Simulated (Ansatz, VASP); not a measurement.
Ge: VASP beside Ansatz

```xyz
4
Lattice="2.5309 -3.2804 0.0000 2.5309 3.2804 0.0000 0.0000 0.0000 5.1413" Properties=species:S:1:pos:R:3 pbc="T T T"
Ge    2.5309    2.8977    3.8560
Ge    2.5309   -0.3827    1.2853
Ge    2.5309   -2.8977    1.2853
Ge    2.5309    0.3827    3.8560
```

Alike in both runs: functional PBE; k mesh 12 × 12 × 6; occupations gaussian, width 0.1 eV; no spin polarisation.

Ansatz relaxed the structure, and its values are those at the end. VASP's run is a single point on that final structure, the one shown.

|  | VASP | Ansatz |
| --- | --- | --- |
| version | VASP 6.6.1 | Ansatz 0.2.0 |
| potentials or method | VASP PAW PBE potentials, release 64 (Ge_d), cutoff 520 eV | scalar-relativistic, plane waves, PAW |
| valence electrons in the cell | 56 | 56 |

|  | VASP | Ansatz | Ansatz less VASP |
| --- | --- | --- | --- |
| gap on the k mesh at the Fermi level (eV) | none | none | - |
| pressure (GPa) | 0.0 | 0.0 | +0.04 |

A gap of «none» marks a metal or a gap that the smearing closes.
